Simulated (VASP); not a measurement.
# HfB (P6_3/mmc) in VASP: notebook

Runs on HfB. Level: LDA. Tasks: single point, relaxation of cell and atoms.

Program: VASP 6.6.1. These are calculated values, not measurements. Logs are shortened: lines on timing, memory, paths and dates and some standing lists are left out, and cuts for length are marked.

## Step 1: The cell of the first run

Symmetry: P6_3/mmc, No. 194, hexagonal system. The conventional cell has a = 4.033 Å, b = 4.033 Å, c = 4.627 Å, α = 90.00°, β = 90.00°, γ = 120.00°. Hf (site symmetry -6m2) has 5 B at 2.31 to 2.33 Å within 3.1 Å. B (site symmetry -6m2) has 5 Hf at 2.31 to 2.33 Å within 3.1 Å.

## Step 2: Single point, LDA

The input, INCAR:

```
SYSTEM = HfB
  ALGO = Normal
  EDIFF = 1E-6
  ENCUT = 500
  GGA = CA
  GGA_COMPAT = .False.
  ISIF = 2
  ISMEAR = 1
  LASPH = .True.
  LCHARG = .False.
  LREAL = .False.
  LWAVE = .False.
  NBANDS = 21
  NELM = 120
  PREC = Accurate
  SIGMA = 0.1
```

The input, KPOINTS:

```
k-points
0
Gamma
  6 6 5
  0 0 0
```

The input, POSCAR:

```
HfB
1.0
    4.0333387033      0.0000000000      0.0000000000
   -2.0166693516      3.4929737791      0.0000000000
    0.0000000000      0.0000000000      4.6269775158
Hf B
2 2
Direct
    0.3333333333      0.6666666667     -0.0625000000
    0.6666666667      0.3333333333      0.4375000000
    0.3333333333      0.6666666667      0.4375000000
    0.6666666667      0.3333333333      0.9375000000
```

Potentials or basis: VASP PAW LDA potentials, release 64 (Hf_pv, B).

Launch:

```sh
> cat potpaw_LDA.64/Hf_pv/POTCAR potpaw_LDA.64/B/POTCAR > POTCAR
> mpirun -np 1 vasp_std > vasp.out
```

OUTCAR:

```text
SYSTEM = HfB
   EDIFF = 1E-6
   ENCUT = 500
   GGA = CA
   ISIF = 2
   ISMEAR = 1
   LASPH = .True.
   LREAL = .False.
   NELM = 120
   PREC = Accurate

 ion  position               nearest neighbor table
   1  0.333  0.667  0.938-   3 2.31   3 2.31   4 2.33   4 2.33   4 2.33   2 3.28   2 3.28   2 3.28
                             2 3.28   2 3.28   2 3.28
   2  0.667  0.333  0.438-   4 2.31   4 2.31   3 2.33   3 2.33   3 2.33   1 3.28   1 3.28   1 3.28
                             1 3.28   1 3.28   1 3.28
   3  0.333  0.667  0.438-   1 2.31   1 2.31   2 2.33   2 2.33   2 2.33
   4  0.667  0.333  0.938-   2 2.31   2 2.31   1 2.33   1 2.33   1 2.33

  LATTYP: Found a hexagonal cell.
 ALAT       =     4.0333387033
 C/A-ratio  =     1.1471829807

  Lattice vectors:

 A1 = (   4.0333387033,   0.0000000000,   0.0000000000)
 A2 = (  -2.0166693516,   3.4929737791,   0.0000000000)
 A3 = (   0.0000000000,   0.0000000000,   4.6269775158)

Analysis of symmetry for initial positions (statically):
=====================================================================
 Subroutine PRICEL returns:
 Original cell was already a primitive cell.

 Routine SETGRP: Setting up the symmetry group for a
 hexagonal supercell.

 Subroutine GETGRP returns: Found 24 space group operations
 (whereof  6 operations were pure point group operations)
 out of a pool of 24 trial point group operations.

The static configuration has the point symmetry C_3v.
 The point group associated with its full space group is D_6h.

Analysis of symmetry for dynamics (positions and initial velocities):
=====================================================================
 Subroutine PRICEL returns:
 Original cell was already a primitive cell.

 Routine SETGRP: Setting up the symmetry group for a
 hexagonal supercell.

 Subroutine GETGRP returns: Found 24 space group operations
 (whereof  6 operations were pure point group operations)
 out of a pool of 24 trial point group operations.

The dynamic configuration has the point symmetry C_3v.
 The point group associated with its full space group is D_6h.

 Subroutine INISYM returns: Found 24 space group operations
 (whereof  6 operations are pure point group operations),
 and found     1 'primitive' translations

----------------------------------------------------------------------------------------

                                     Primitive cell

  volume of cell :      65.1865

  direct lattice vectors                    reciprocal lattice vectors
     4.033338703  0.000000000  0.000000000     0.247933554  0.143144504  0.000000000
    -2.016669352  3.492973779  0.000000000     0.000000000  0.286289009  0.000000000
     0.000000000  0.000000000  4.626977516     0.000000000  0.000000000  0.216123808

  length of vectors
     4.033338703  4.033338703  4.626977516     0.286289009  0.286289009  0.216123808

  position of ions in fractional coordinates (direct lattice)
     0.333333333  0.666666667  0.937500000
     0.666666667  0.333333333  0.437500000
     0.333333333  0.666666667  0.437500000
     0.666666667  0.333333333  0.937500000

  ion indices of the primitive-cell ions
   primitive index   ion index
                 1           1
                 2           2
                 3           3
                 4           4

----------------------------------------------------------------------------------------

 KPOINTS: k-points

Automatic generation of k-mesh.
 Grid dimensions read from file:
 generate k-points for:    6    6    5

 Generating k-lattice:

  Cartesian coordinates                     Fractional coordinates (reciprocal lattice)
     0.041322259  0.023857417  0.000000000     0.166666667  0.000000000  0.000000000
     0.000000000  0.047714835  0.000000000     0.000000000  0.166666667  0.000000000
     0.000000000  0.000000000  0.043224762     0.000000000  0.000000000  0.200000000

  Length of vectors
     0.047714835  0.047714835  0.043224762

  Shift w.r.t. Gamma in fractional coordinates (k-lattice)
     0.000000000  0.000000000  0.000000000

 Subroutine IBZKPT returns following result:
 ===========================================

 Found     21 irreducible k-points:

 Following reciprocal coordinates:
            Coordinates               Weight
  0.000000  0.000000  0.000000      1.000000
  0.166667  0.000000  0.000000      6.000000
  0.333333 -0.000000  0.000000      6.000000
  0.500000  0.000000  0.000000      3.000000
  0.166667  0.166667  0.000000      6.000000
  0.333333  0.166667  0.000000     12.000000
[... 13 lines left out ...]
  0.333333  0.166667  0.400000     24.000000
  0.333333  0.333333  0.400000      4.000000
   k-points           NKPTS =     21   k-points in BZ     NKDIM =     21   number of bands    NBANDS=     21
   number of dos      NEDOS =    301   number of ions     NIONS =      4
   total plane-waves  NPLWV =  32400
   dimension x,y,z NGX =    30 NGY =   30 NGZ =   36
   dimension x,y,z NGXF=    60 NGYF=   60 NGZF=   72
   ions per type =               2   2
   NGX,Y,Z   is equivalent  to a cutoff of  12.37, 12.37, 12.93 a.u.
   NGXF,Y,Z  is equivalent  to a cutoff of  24.73, 24.73, 25.87 a.u.
 SYSTEM =  HfB
   PREC   = accura    normal or accurate (medium, high low for compatibility)
   ISTART =      0    job   : 0-new  1-cont  2-samecut
   ICHARG =      2    charge: 1-file 2-atom 10-const
   ISPIN  =      1    spin polarized calculation?
   LNONCOLLINEAR =      F non collinear calculations
   LSORBIT =      F    spin-orbit coupling
   LASPH  =      T    aspherical Exc in radial PAW
   ENCUT  =  500.0 eV  36.75 Ry    6.06 a.u.   7.35  7.35  8.44*2*pi/ulx,y,z
   NELM   =    120;   NELMIN=  2; NELMDL= -5     # of ELM steps
   EDIFF  = 0.1E-05   stopping-criterion for ELM
   LREAL  =      F    real-space projection
[... 7 lines left out ...]
   TEBEG  =    0.0;   TEEND  =   0.0 temperature during run
   PSTRESS=    0.0 pullay stress
   NELECT =      26.0000    total number of electrons
   NUPDOWN=      -1.0000    fix difference up-down
   EMIN   =  10.00;   EMAX   =-10.00  energy-range for DOS
   EFERMI =   0.00;   METHOD = LEGACY
   ISMEAR =     1;   SIGMA  =   0.10  broadening in eV -4-tet -1-fermi 0-gaus
   EFERMI_NEDOS =   21; number of points for ismear=-14 and -15
   IALGO  =     38    algorithm
   IMIX   =      4    mixing-type and parameters
     AMIX     =   0.40;   BMIX     =  1.00
     AMIX_MAG =   1.60;   BMIX_MAG =  1.00
  volume/ion in A,a.u.               =      16.30       109.97
  Fermi-wavevector in a.u.,A,eV,Ry     =   1.205073  2.277258 19.758404  1.452202
  Thomas-Fermi vector in A             =   2.340780
   LORBIT       =      0    0 simple, 1 ext, 2 COOP (PROOUT), +10 PAW based schemes
   GGA     = CA    functional components
   LHFCALC =     F    Hartree Fock is set to
   AEXX    =    0.0000 exact exchange contribution
   IVDW    =     0    specifies the selected vdW correction
   LEPSILON=     F    determine dielectric tensor
   LRPA    =     F    only Hartree local field effects (RPA)
 non-spin polarized calculation
 Methfessel and Paxton  Order N= 1 SIGMA  =   0.10
  energy-cutoff  :      500.00
  volume of cell :       65.19
 maximum number of plane-waves:      1685
 NGX is ok and might be reduce to    30
   NGX = 15   NGY = 15   NGZ = 17

 number of electron      25.9999998 magnetization

 Free energy of the ion-electron system (eV)
  ---------------------------------------------------
  ext. energy  EPLUGINS =         0.00000000
  ---------------------------------------------------
  free energy    TOTEN  =       -35.43653285 eV

  energy without entropy =      -35.43723310  energy(sigma->0) =      -35.43676627

 E-fermi :   2.9778     XC(G=0): -10.9400

 val. band max:        2.9743377769   @ k =   0.3333   0.3333   0.0000
 cond. band min:       2.9889602392   @ k =   0.3333   0.1667   0.2000
 fundamental gap:      0.0146224622
 Fermi energy:         2.9777513941

 k-point     1 :       0.0000    0.0000    0.0000
  band No.  band energies     occupation
      1     -26.4014      2.00000
      2     -26.2857      2.00000
      3     -26.2857      2.00000
      4     -26.1020      2.00000
      5     -26.1020      2.00000
      6     -25.9447      2.00000
[... 13 lines left out ...]
     20      10.3085      0.00000
     21      10.8847      0.00000

 k-point     2 :       0.1667    0.0000    0.0000
  band No.  band energies     occupation
      1     -26.3735      2.00000
      2     -26.2989      2.00000
      3     -26.2950      2.00000
      4     -26.1254      2.00000
      5     -26.0976      2.00000
      6     -25.9709      2.00000
[... 13 lines left out ...]
     20       9.8272      0.00000
     21      10.5702      0.00000

 k-point     3 :       0.3333   -0.0000    0.0000
  band No.  band energies     occupation
      1     -26.3233      2.00000
      2     -26.3134      2.00000
      3     -26.3023      2.00000
      4     -26.1721      2.00000
      5     -26.0908      2.00000
      6     -26.0388      2.00000
[... 13 lines left out ...]
     20       9.1762      0.00000
     21       9.3892      0.00000
[... 385 lines left out ...]
 k-point    20 :       0.3333    0.1667    0.4000
  band No.  band energies     occupation
      1     -26.4182      2.00000
      2     -26.3841      2.00000
      3     -26.2631      2.00000
      4     -26.1832      2.00000
      5     -26.0331      2.00000
      6     -25.9927      2.00000
[... 13 lines left out ...]
     20       9.5161      0.00000
     21       9.7524      0.00000

 k-point    21 :       0.3333    0.3333    0.4000
  band No.  band energies     occupation
      1     -26.4090      2.00000
      2     -26.4090      2.00000
      3     -26.2806      2.00000
      4     -26.1937      2.00000
      5     -25.9998      2.00000
      6     -25.9998      2.00000
[... 13 lines left out ...]
     20       9.4425      0.00000
     21       9.5259      0.00000

------------------------ aborting loop because EDIFF is reached ----------------------------------------

  FORCE on cell =-STRESS in cart. coord.  units (eV):
  Direction    XX          YY          ZZ          XY          YZ          ZX
  --------------------------------------------------------------------------------------
  -------------------------------------------------------------------------------------
  Total        0.1394320      0.1394320      0.5587825      0.0000000     -0.0000000      0.0000000
  in kB        3.4270130      3.4270130     13.7339654      0.0000000     -0.0000000      0.0000000
  external PRESSURE =       6.8626638 kB  Pullay stress =       0.0000000 kB

 VOLUME and BASIS-vectors are now :
 -----------------------------------------------------------------------------
  energy-cutoff  :      500.00
  volume of cell :       65.19
      direct lattice vectors                 reciprocal lattice vectors
     4.033338703  0.000000000  0.000000000     0.247933554  0.143144504  0.000000000
    -2.016669352  3.492973779  0.000000000     0.000000000  0.286289009  0.000000000
     0.000000000  0.000000000  4.626977516     0.000000000  0.000000000  0.216123808

 POSITION                                       TOTAL-FORCE (eV/Angst)
 -----------------------------------------------------------------------------------
     -0.00000      2.32865      4.33779         0.000000      0.000000     -0.000000
      2.01667      1.16432      2.02430        -0.000000     -0.000000     -0.000000
     -0.00000      2.32865      2.02430        -0.000000      0.000000      0.000000
      2.01667      1.16432      4.33779         0.000000      0.000000      0.000000
 -----------------------------------------------------------------------------------
    total drift:                               -0.000000      0.000000     -0.000000

  FREE ENERGIE OF THE ION-ELECTRON SYSTEM (eV)
  ---------------------------------------------------
  free  energy   TOTEN  =       -35.4365328470 eV

  energy  without entropy=      -35.4372331039  energy(sigma->0) =      -35.43676627
```

Run time: 22 s. Hardware: 1 thread of Intel Xeon 8259CL, shared host; peak memory 0.17 GiB.

What came out:

* Free energy: -35.4365 eV
* Pressure: 0.7 GPa
* Band gap on the k mesh: zero (bands 13 and 14 overlap by 1.12 eV)

Caveat: spin-orbit coupling is left out, which moves the levels of the heavy elements.

(Part 1 of 2 ends here.)

The gap in the log of VASP goes by the Fermi energy; the results here count the filled bands.